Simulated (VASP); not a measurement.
Wanted: the native input for a VASP 6.6.1 run.

| Property | Result |
| --- | --- |
| Task | single point |
| Functional | LDA |
| Potentials or basis | VASP PAW LDA potentials, release 64 (Al, O) |
| Cutoff | 520 eV |
| k mesh | 12 × 12 × 4 |
| Occupations | gaussian, width 0.05 eV |
| Spin | no spin polarisation |
| Dipole correction | no |
| Further INCAR settings | ALGO = Normal; EDIFF = 1e-07; NBANDS = 20 |

The structure of Al2O3 lies in POSCAR:

```
Al2O3
1.0
    2.6427925205      0.0000000000      0.0000000000
   -1.3213962603      2.2887254597      0.0000000000
    0.0000000000      0.0000000000     11.1213670039
Al O
2 3
Direct
    0.0000000000      0.0000000000      0.1499923300
    0.0000000000      0.0000000000      0.8500076700
    0.3333333333      0.6666666667      0.2223169200
    0.6666666667      0.3333333333      0.0000000000
    0.3333333333      0.6666666667      0.7776830800
```

This cell differs from its parent crystal: ratio of the length along z to the lengths across it x 1.3, volume and fractional coordinates fixed.

The input as run:

INCAR

```
ALGO = Normal ; EDIFF = 1E-7
ENCUT = 520 ; GGA = CA
ISIF = 2 ; ISMEAR = 0
LASPH = T ; LCHARG = F
LREAL = F ; LWAVE = F
NBANDS = 20 ; NELM = 100
PREC = Accurate ; SIGMA = 0.05
```

KPOINTS

```
k-points
0
Gamma
  12 12 4
```

Potentials or basis: VASP PAW LDA potentials, release 64 (Al, O).

Command:

```console
$ cat potpaw_LDA.64/Al/POTCAR potpaw_LDA.64/O/POTCAR > POTCAR
$ mpirun -np 1 vasp_std > vasp.out
```

It gave:

- Pressure: 9.7 GPa
- Largest force: 3.202 eV/Å
- Band gap on the k mesh: 3.01 eV, direct

Caveat: forces of over 1 eV/Å act on the atoms, so gaps and moduli don't describe the material at rest.

Wall time 82 s on 1 thread of Intel(R) Xeon(R) 6975P-C (Granite Rapids), with other jobs on the host, peak memory 0.18 GiB.
